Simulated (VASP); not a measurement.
Input of a VASP 6.6.1 run:

Contents of INCAR:

```
PREC     = Accurate       # precision mode
ENCUT    = 520            # plane-wave cutoff, eV
EDIFF    = 1E-6           # SCF threshold, eV
ISMEAR   = 0              # smearing method
SIGMA    = 0.05           # smearing width, eV
LREAL    = False          # projectors in reciprocal space
LASPH    = True           # aspherical terms in the spheres
NELM     = 80             # most SCF steps
ALGO     = Normal         # electronic algorithm
ISIF     = 2              # what is computed and relaxed
LWAVE    = False          # write WAVECAR
LCHARG   = True           # write CHGCAR
GGA      = PE             # functional
LELF     = True           # ELF
LVHAR    = True         
NBANDS   = 46             # bands
```

KPOINTS

```
Automatic mesh
0
Gamma
  4 4 8
```

POSCAR

```
Zn4HO4
1.0
    5.6098780345      0.0000000000      0.0000000000
    0.0000000000      5.6098780345      0.0000000000
    0.0000000000      0.0000000000      3.2790255992
Zn O H
4 4 1
Direct
    0.1816262562      0.1816262562      0.5000000000
    0.8183737438      0.8183737438      0.5000000000
    0.6816262562      0.3183737438      0.0000000000
    0.3183737438      0.6816262562      0.0000000000
    0.8184651117      0.1815348883      0.5000000000
    0.1815348883      0.8184651117      0.5000000000
    0.6815348883      0.6815348883      0.0000000000
    0.3184651117      0.3184651117      0.0000000000
    0.9999176225      0.5683737438      0.0000000000
```

Potentials or basis: VASP PAW PBE potentials, release 64 (Zn, O, H).

Command:

```sh
$ cat potpaw_PBE.64/Zn/POTCAR potpaw_PBE.64/O/POTCAR potpaw_PBE.64/H/POTCAR > POTCAR
$ mpirun -np 1 vasp_std > vasp.out
```

**Question.** Estimate the pressure.

**Answer.** 3.3 GPa.

**Question.** What does it give for the band gap on the k mesh?

**Answer.** Zero (an odd number of electrons rules out a gap without spin polarisation).

**Question.** Estimate the largest force.

**Answer.** 0.720 eV/Å.

Stress tensor (GPa, compression positive):
```
 1.28 -0.72  0.00
-0.72  4.02  0.00
 0.00  0.00  4.67
```

Caveat: an odd number of electrons without spin polarisation forces a metal; a magnetic or distorted state may lie lower.
